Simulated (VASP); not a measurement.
Runs of VASP 6.6.1 on BP (rocksalt type). The structure is that of space group Fm-3m (No. 225), or close to it. The cells are those of the table. 

```tsv
task	cell	cutoff (eV)	k mesh for the DOS	occupations for the DOS	gap on the mesh (eV)	pressure (GPa)
single point	a = 3.016 Å, angles 60.0°, 2 atoms	500	-	-	none	0.0
single point	a = 2.703 Å, angles 60.0°, 2 atoms	500	-	-	none	103.5
relaxation of cell and atoms	relaxed from a = 3.047 Å, angles 60.0°, 2 atoms	500	-	-	none	0.0
single point	a = 2.471 Å, angles 60.0°, 2 atoms	500	-	-	none	297.0
single point	a = 2.599 Å, angles 60.0°, 2 atoms	500	-	-	none	(a)
```

Alike in all rows: level LDA; potentials or basis VASP PAW LDA potentials, release 64 (B, P); no spin polarisation; k mesh 15 × 15 × 15; smearing fermi-dirac 0.1 eV.

Estimate the missing entries.

(a) 171.7.

A gap of «none» marks levels without a gap at the run's occupations.
